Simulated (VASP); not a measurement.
# ZnO (Fm-3m) in VASP: a series of runs

The runs below take ZnO through density of states, vibrations by perturbation theory, elastic constants, with PBE.

Everything below comes from runs of VASP 6.6.1. Logs are shortened: lines on timing, memory, paths and dates and some standing lists are left out, and cuts for length are marked.

### Step 1. The cell of the first run

It takes space group Fm-3m (No. 225, cubic). Conventional cell: a = 4.330 Å, b = 4.330 Å, c = 4.330 Å, α = 90.00°, β = 90.00°, γ = 90.00°. Within 2.9 Å of Zn (site symmetry m-3m) lie 6 O at 2.16 Å. Within 2.9 Å of O (site symmetry m-3m) lie 6 Zn at 2.16 Å.

### Step 2. Density of states, PBE

Input file POSCAR:

```
ZnO
1.0
    0.0000000000      2.1648821421      2.1648821421
    2.1648821421      0.0000000000      2.1648821421
    2.1648821421      2.1648821421      0.0000000000
Zn O
1 1
Direct
    0.5000000000      0.5000000000      0.5000000000
    0.0000000000      0.0000000000      0.0000000000
```

Input file INCAR.step1:

```
PREC = Accurate ; ENCUT = 520
EDIFF = 1E-6 ; ISMEAR = 0
SIGMA = 0.02 ; LREAL = False
LASPH = True ; NELM = 100
ALGO = Normal ; ISIF = 2
LWAVE = False ; LCHARG = True
GGA = PE ; NBANDS = 16
```

Input file KPOINTS.step1:

```
Automatic mesh
0
Gamma
  12 12 12
```

Input file INCAR.step2:

```
PREC = Accurate ; ENCUT = 520
EDIFF = 1E-6 ; ISMEAR = -5
SIGMA = 0.02 ; LREAL = False
LASPH = True ; NELM = 100
ALGO = Normal ; ISIF = 2
LWAVE = False ; LCHARG = False
GGA = PE ; LORBIT = 11
NBANDS = 16 ; NEDOS = 2001
ICHARG = 11
```

Input file KPOINTS.step2:

```
Automatic mesh
0
Gamma
  18 18 18
```

Potentials or basis: VASP PAW PBE potentials, release 64 (Zn, O).

The run is started by

```sh
$ cat potpaw_PBE.64/Zn/POTCAR potpaw_PBE.64/O/POTCAR > POTCAR
$ cp INCAR.step1 INCAR
$ cp KPOINTS.step1 KPOINTS
$ mpirun -np 1 vasp_std > vasp.out
$ cp INCAR.step2 INCAR
$ cp KPOINTS.step2 KPOINTS
$ mpirun -np 1 vasp_std > vasp.out
```

OUTCAR:

```text
PREC = Accurate
   ENCUT = 520
   EDIFF = 1E-6
   ISMEAR = -5
   LREAL = False
   LASPH = True
   NELM = 100
   ISIF = 2
   GGA = PE
   LORBIT = 11
   ICHARG = 11

 ion  position               nearest neighbor table
   1  0.500  0.500  0.500-   2 2.16   2 2.16   2 2.16   2 2.16   2 2.16   2 2.16
   2  0.000  0.000  0.000-   1 2.16   1 2.16   1 2.16   1 2.16   1 2.16   1 2.16

  LATTYP: Found a face centered cubic cell.
 ALAT       =     4.3297642842

  Lattice vectors:

 A1 = (   0.0000000000,   2.1648821421,   2.1648821421)
 A2 = (   2.1648821421,   0.0000000000,   2.1648821421)
 A3 = (   2.1648821421,   2.1648821421,   0.0000000000)

Analysis of symmetry for initial positions (statically):
=====================================================================
 Subroutine PRICEL returns:
 Original cell was already a primitive cell.

 Routine SETGRP: Setting up the symmetry group for a
 face centered cubic supercell.

 Subroutine GETGRP returns: Found 48 space group operations
 (whereof 48 operations were pure point group operations)
 out of a pool of 48 trial point group operations.

The static configuration has the point symmetry O_h .

Analysis of symmetry for dynamics (positions and initial velocities):
=====================================================================
 Subroutine PRICEL returns:
 Original cell was already a primitive cell.

 Routine SETGRP: Setting up the symmetry group for a
 face centered cubic supercell.

 Subroutine GETGRP returns: Found 48 space group operations
 (whereof 48 operations were pure point group operations)
 out of a pool of 48 trial point group operations.

The dynamic configuration has the point symmetry O_h .

 Subroutine INISYM returns: Found 48 space group operations
 (whereof 48 operations are pure point group operations),
 and found     1 'primitive' translations

----------------------------------------------------------------------------------------

                                     Primitive cell

  volume of cell :      20.2924

  direct lattice vectors                    reciprocal lattice vectors
[... 84 lines left out ...]
   LNONCOLLINEAR =      F non collinear calculations
   LSORBIT =      F    spin-orbit coupling
   LASPH  =      T    aspherical Exc in radial PAW
   ENCUT  =  520.0 eV  38.22 Ry    6.18 a.u.   5.69  5.69  5.69*2*pi/ulx,y,z
   NELM   =    100;   NELMIN=  2; NELMDL=  0     # of ELM steps
   EDIFF  = 0.1E-05   stopping-criterion for ELM
   LREAL  =      F    real-space projection
   EDIFFG = 0.1E-04   stopping-criterion for IOM
   NSW    =      0    number of steps for IOM
   IBRION =     -1    ionic relax: 0-MD 1-quasi-New 2-CG
   NFREE  =      0    steps in history (QN), initial steepest desc. (CG)
   ISIF   =      2    stress and relaxation
   ISYM   =      2    0-nonsym 1-usesym 2-fastsym
   POTIM  = 0.5000    time-step for ionic-motion
   TEBEG  =    0.0;   TEEND  =   0.0 temperature during run
   PSTRESS=    0.0 pullay stress
   NELECT =      18.0000    total number of electrons
   NUPDOWN=      -1.0000    fix difference up-down
   EMIN   =  10.00;   EMAX   =-10.00  energy-range for DOS
   EFERMI =   0.00;   METHOD = LEGACY
   ISMEAR =    -5;   SIGMA  =   0.02  broadening in eV -4-tet -1-fermi 0-gaus
   EFERMI_NEDOS =   21; number of points for ismear=-14 and -15
   IALGO  =     38    algorithm
   IMIX   =      4    mixing-type and parameters
     AMIX     =   0.40;   BMIX     =  1.00
     AMIX_MAG =   1.60;   BMIX_MAG =  1.00
  volume/ion in A,a.u.               =      10.15        68.47
  Fermi-wavevector in a.u.,A,eV,Ry     =   1.572974  2.972489 33.664156  2.474246
  Thomas-Fermi vector in A             =   2.674328
   LORBIT       =     11    0 simple, 1 ext, 2 COOP (PROOUT), +10 PAW based schemes
   GGA     = PE    functional components
   LHFCALC =     F    Hartree Fock is set to
   AEXX    =    0.0000 exact exchange contribution
   IVDW    =     0    specifies the selected vdW correction
   LEPSILON=     F    determine dielectric tensor
   LRPA    =     F    only Hartree local field effects (RPA)
 non-spin polarized calculation
 Fermi weights with tetrahedron method with Bloechl corrections
  energy-cutoff  :      520.00
  volume of cell :       20.29
 maximum number of plane-waves:       568

 number of electron      18.0000011 magnetization

 Free energy of the ion-electron system (eV)
  ---------------------------------------------------
  ext. energy  EPLUGINS =         0.00000000
  ---------------------------------------------------
  free energy    TOTEN  =        -8.63217154 eV

  energy without entropy =       -8.63217154  energy(sigma->0) =       -8.63217154

 E-fermi :   2.3953     XC(G=0): -12.0982

 val. band max:        2.3781254832   @ k =   0.5000   0.0000   0.0000
 cond. band min:       3.1019647520   @ k =   0.0000   0.0000   0.0000
 fundamental gap:      0.7238392688
 Fermi energy:         2.3952739260

 k-point     1 :       0.0000    0.0000    0.0000
  band No.  band energies     occupation
      1     -15.9012      2.00000
      2      -2.4168      2.00000
      3      -2.4168      2.00000
      4      -2.4168      2.00000
      5      -2.2281      2.00000
      6      -2.2281      2.00000
[... 433 lines left out ...]
      3      -2.8613      2.00000
      4      -2.7465      2.00000
      5      -2.2534      2.00000
      6      -2.1723      2.00000
[... 8 lines left out ...]
     15      22.1568      0.00000
     16      23.8648      0.00000

 [... further k-points ...]
[... 5 lines left out ...]
  --------------------------------------------------------------------------------------
  -------------------------------------------------------------------------------------
  Total        0.1115493      0.1115493      0.1115493      0.0000000      0.0000000     -0.0000000
  in kB        8.8073366      8.8073366      8.8073366      0.0000000      0.0000000     -0.0000000
  external PRESSURE =       8.8073366 kB  Pullay stress =       0.0000000 kB

 VOLUME and BASIS-vectors are now :
 -----------------------------------------------------------------------------
  energy-cutoff  :      520.00
  volume of cell :       20.29
      direct lattice vectors                 reciprocal lattice vectors
     0.000000000  2.164882142  2.164882142    -0.230959455  0.230959455  0.230959455
     2.164882142  0.000000000  2.164882142     0.230959455 -0.230959455  0.230959455
     2.164882142  2.164882142  0.000000000     0.230959455  0.230959455 -0.230959455

 POSITION                                       TOTAL-FORCE (eV/Angst)
 -----------------------------------------------------------------------------------
      2.16488      2.16488      2.16488        -0.000000     -0.000000     -0.000000
      0.00000      0.00000      0.00000         0.000000      0.000000      0.000000
 -----------------------------------------------------------------------------------
    total drift:                                0.000000     -0.000000      0.000000

  FREE ENERGIE OF THE ION-ELECTRON SYSTEM (eV)
  ---------------------------------------------------
  free  energy   TOTEN  =        -8.6321715441 eV

  energy  without entropy=       -8.6321715441  energy(sigma->0) =       -8.63217154

 total charge

# of ion       s       p       d       tot
------------------------------------------
    1        0.396   0.373   9.900  10.669
    2        1.564   3.413   0.000   4.976
--------------------------------------------------
tot          1.960   3.786   9.900  15.646
```

OSZICAR.step1:

```text
N       E                     dE             d eps       ncg     rms          rms(c)
DAV:   1     0.777624576425E+02    0.77762E+02   -0.90609E+03  2408   0.167E+03
DAV:   2    -0.654961526877E+01   -0.84312E+02   -0.76829E+02  2616   0.274E+02
DAV:   3    -0.101163960460E+02   -0.35668E+01   -0.35534E+01  2624   0.561E+01
DAV:   4    -0.101287499955E+02   -0.12354E-01   -0.12354E-01  2848   0.340E+00
DAV:   5    -0.101287752849E+02   -0.25289E-04   -0.25289E-04  2736   0.158E-01    0.902E+00
DAV:   6    -0.865549406120E+01    0.14733E+01   -0.28323E+00  3416   0.513E+01    0.603E+00
DAV:   7    -0.864841227759E+01    0.70818E-02   -0.51563E-01  2688   0.115E+01    0.331E+00
DAV:   8    -0.863458463799E+01    0.13828E-01   -0.68910E-02  2424   0.242E+00    0.539E-01
DAV:   9    -0.863182607978E+01    0.27586E-02   -0.59343E-03  3432   0.136E+00    0.858E-02
DAV:  10    -0.863193375583E+01   -0.10768E-03   -0.10751E-03  2392   0.282E-01    0.431E-02
DAV:  11    -0.863196450920E+01   -0.30753E-04   -0.32246E-05  2640   0.769E-02    0.668E-03
DAV:  12    -0.863196441999E+01    0.89209E-07   -0.15220E-06  2056   0.193E-02
   1 F= -.86319644E+01 E0= -.86319644E+01  d E =-.751304E-28
```

Run time: 26 s. Hardware: 1 thread of AMD EPYC 9R45 (Zen 5), shared host; peak memory 0.15 GiB.

What came out:

| Item | Value |
| --- | --- |
| Valence electrons inside the program's atomic spheres | Zn 10.67; O 4.98 |

Levels at points of the mesh, in eV from the valence-band top:
| k point | band 6 | band 7 | band 8 | band 9 | band 10 | band 11 | band 12 | band 13 |
| --- | --- | --- | --- | --- | --- | --- | --- | --- |
| (0.00, 0.00, 0.00) | -4.61 | -1.24 | -1.24 | -1.24 | 0.72 | 17.78 | 17.78 | 17.78 |
| (0.50, 0.00, 0.00) | -4.40 | -3.58 | 0.00 | 0.00 | 5.38 | 8.78 | 12.63 | 12.63 |
| (0.50, 0.50, 0.00) | -4.30 | -4.04 | -2.61 | -2.61 | 4.06 | 10.46 | 11.21 | 15.06 |

### Step 3. Vibrations by perturbation theory, PBE

Input file INCAR:

```
SYSTEM = ZnO
ALGO     = Normal         ! electronic algorithm
EDIFF    = 1E-8           ! SCF threshold, eV
ENCUT    = 520            ! plane-wave cutoff, eV
GGA      = PE             ! functional
IBRION   = 8              ! ionic algorithm
ISIF     = 2              ! what is computed and relaxed
ISMEAR   = 0              ! smearing method
LASPH    = .TRUE.         ! aspherical terms in the spheres
LCHARG   = .FALSE.        ! write CHGCAR
LEPSILON = .TRUE.         ! dielectric tensor by DFPT
LREAL    = .FALSE.        ! projectors in reciprocal space
LWAVE    = .FALSE.        ! write WAVECAR
NELM     = 80             ! most SCF steps
NSW      = 1              ! ionic steps
PREC     = Accurate       ! precision mode
SIGMA    = 0.01           ! smearing width, eV
```

Input file KPOINTS:

```
k-points
0
G
  12 12 12
  0 0 0
```

Input file POSCAR:

```
ZnO
1.0
    0.0000000000      2.1649976700      2.1649976700
    2.1649976700      0.0000000000      2.1649976700
    2.1649976700      2.1649976700      0.0000000000
Zn O
1 1
Direct
    0.5000000000      0.5000000000      0.5000000000
    0.0000000000      0.0000000000      0.0000000000
```

Potentials or basis: VASP PAW PBE potentials, release 64 (Zn, O).

The run is started by

```sh
$ cat potpaw_PBE.64/Zn/POTCAR potpaw_PBE.64/O/POTCAR > POTCAR
$ mpirun -np 1 vasp_std > vasp.out
```

OUTCAR:

```text
SYSTEM = ZnO
   EDIFF = 1E-8
   ENCUT = 520
   GGA = PE
   IBRION = 8
   ISIF = 2
   ISMEAR = 0
   LASPH = .TRUE.
   LEPSILON = .TRUE.
   LREAL = .FALSE.
   NELM = 80
   NSW = 1
   PREC = Accurate

 ion  position               nearest neighbor table
   1  0.500  0.500  0.500-   2 2.16   2 2.16   2 2.16   2 2.16   2 2.16   2 2.16
   2  0.000  0.000  0.000-   1 2.16   1 2.16   1 2.16   1 2.16   1 2.16   1 2.16

  LATTYP: Found a face centered cubic cell.
 ALAT       =     4.3299953400

  Lattice vectors:

 A1 = (   0.0000000000,   2.1649976700,   2.1649976700)
 A2 = (   2.1649976700,   0.0000000000,   2.1649976700)
 A3 = (   2.1649976700,   2.1649976700,   0.0000000000)

Analysis of symmetry for initial positions (statically):
=====================================================================
 Subroutine PRICEL returns:
 Original cell was already a primitive cell.

 Routine SETGRP: Setting up the symmetry group for a
 face centered cubic supercell.

 Subroutine GETGRP returns: Found 48 space group operations
 (whereof 48 operations were pure point group operations)
 out of a pool of 48 trial point group operations.

The static configuration has the point symmetry O_h .

Analysis of symmetry for dynamics (positions and initial velocities):
=====================================================================
 Subroutine PRICEL returns:
 Original cell was already a primitive cell.

[... 643 lines left out ...]
  z     0.00000     0.00000     0.00000     0.00000     0.00000     0.00000

 PIEZOELECTRIC TENSOR (including local field effects)  for field in x, y, z        (C/m^2)
          XX          YY          ZZ          XY          YZ          ZX
  --------------------------------------------------------------------------------
  x     0.00000     0.00000     0.00000     0.00000     0.00000     0.00000
  y     0.00000     0.00000     0.00000     0.00000     0.00000     0.00000
  z     0.00000     0.00000     0.00000     0.00000     0.00000     0.00000

 BORN EFFECTIVE CHARGES (including local field effects) (in |e|, cummulative output)
 ---------------------------------------------------------------------------------
 ion    1
    1     2.41676     0.00000    -0.00000
    2    -0.00000     2.41676    -0.00000
    3     0.00000     0.00000     2.41676
 ion    2
    1    -2.41676    -0.00000     0.00000
    2     0.00000    -2.41676     0.00000
    3     0.00000    -0.00000    -2.41676

 INTERNAL STRAIN TENSOR FOR ION    2 for displacements in x,y,z  (eV/Angst):
          X           Y           Z          XY          YZ          ZX
  --------------------------------------------------------------------------------
  x     0.00000     0.00000     0.00000     0.00000     0.00000     0.00000
  y     0.00000     0.00000     0.00000     0.00000     0.00000     0.00000
  z     0.00000     0.00000     0.00000     0.00000     0.00000     0.00000

 SECOND DERIVATIVES (NOT SYMMETRIZED)
 ------------------------------------
               1X          1Y          1Z          2X          2Y          2Z
  1X    -2.277078    0.000000    0.000000    2.277078    0.000000    0.000000
  1Y     0.000000   -2.277078    0.000000    0.000000    2.277078    0.000000
  1Z     0.000000    0.000000   -2.277078    0.000000    0.000000    2.277078
  2X     2.197027    0.000000    0.000000   -2.197027    0.000000    0.000000
  2Y     0.000000    2.197027    0.000000    0.000000   -2.197027    0.000000
  2Z     0.000000    0.000000    2.197027    0.000000    0.000000   -2.197027

 Eigenvectors and eigenvalues of the dynamical matrix
 ----------------------------------------------------

   1 f  =    6.486334 THz    40.754841 2PiTHz  216.360826 cm-1    26.825312 meV
             X         Y         Z           dx          dy          dz
      2.164998  2.164998  2.164998    -0.449810    0.000000    0.000000
      0.000000  0.000000  0.000000     0.893124    0.000000    0.000000
[... 21 lines left out ...]
   6 f/i=    0.046626 THz     0.292958 2PiTHz    1.555265 cm-1     0.192828 meV
             X         Y         Z           dx          dy          dz
      2.164998  2.164998  2.164998    -0.893124    0.000000    0.000000
      0.000000  0.000000  0.000000    -0.449810    0.000000    0.000000

--------------------------------------------------------------------------------------------------------

 MACROSCOPIC STATIC DIELECTRIC TENSOR IONIC CONTRIBUTION
 ------------------------------------------------------
          23.274776    -0.000000     0.000000
          -0.000000    23.274776     0.000000
           0.000000     0.000000    23.274776
 ------------------------------------------------------

 ELASTIC MODULI CONTR FROM IONIC RELAXATION (kBar)
 Direction    XX          YY          ZZ          XY          YZ          ZX
 --------------------------------------------------------------------------------
 XX           0.0000      0.0000      0.0000      0.0000      0.0000      0.0000
 YY           0.0000      0.0000      0.0000      0.0000      0.0000      0.0000
 ZZ           0.0000      0.0000      0.0000      0.0000      0.0000      0.0000
 XY           0.0000      0.0000      0.0000      0.0000      0.0000      0.0000
 YZ           0.0000      0.0000      0.0000      0.0000      0.0000      0.0000
 ZX           0.0000      0.0000      0.0000      0.0000      0.0000      0.0000
 --------------------------------------------------------------------------------

 PIEZOELECTRIC TENSOR IONIC CONTR  for field in x, y, z        (C/m^2)
          XX          YY          ZZ          XY          YZ          ZX
  --------------------------------------------------------------------------------
  x     0.00000     0.00000     0.00000     0.00000     0.00000     0.00000
  y     0.00000     0.00000     0.00000     0.00000     0.00000     0.00000
  z     0.00000     0.00000     0.00000     0.00000     0.00000     0.00000
```

stdout:

```text
POSCAR found type information on POSCAR ZnO
 POSCAR found :  2 types and       2 ions
 scaLAPACK will be used
 LDA part: xc-table for (Slater+PW92), standard interpolation
 POSCAR, INCAR and KPOINTS ok, starting setup
 FFT: planning ... GRIDC
 FFT: planning ... GRID_SOFT
 FFT: planning ... GRID
 WAVECAR not read
 entering main loop
[... 23 lines left out ...]
  Direction:   3
 dielectric tensor                  component  3 :     0.200     0.502     5.517
 Linear response DOF=           2
 Linear response progress:
 first order change of Fermi-energy  -0.26153E-03
 force on displaced ion       1 direction 1 :  -2.277   0.000   0.000
 Born effective charge ion    1 direction 1 :   2.416   0.000   0.000
 Linear response progress:
 first order change of Fermi-energy   0.12019E-02
 force on displaced ion       2 direction 1 :  -2.197   0.000   0.000
 Born effective charge ion    2 direction 1 :  -2.418   0.000   0.000
 Born effective charges drift removed
 Linear response finished
```

It took 3.5 min on 1 thread of AMD EPYC 9R45 (Zen 5), shared host; peak memory 0.22 GiB.

Results:

| Item | Value |
| --- | --- |
| Electronic dielectric tensor (diagonal) | 5.52 |
| Born charges (mean of the diagonal) | Zn +2.42; O -2.42 e |
| Highest phonon frequency at Γ, LO-TO splitting left out | 216 cm⁻¹ |

Phonon frequencies in cm⁻¹ (negative: imaginary):
| q point | frequencies |
| --- | --- |
| (0.000, 0.000, 0.000) | -2 -2 -2 216 216 216 |

Electronic dielectric tensor:
```
5.52 0.00 0.00
0.00 5.52 0.00
0.00 0.00 5.52
```

Born effective charge tensors (e):
atom 1, Zn
```
2.42 0.00 0.00
0.00 2.42 0.00
0.00 0.00 2.42
```
atom 2, O
```
-2.42  0.00  0.00
 0.00 -2.42  0.00
 0.00  0.00 -2.42
```

[end of part 1 of 2]
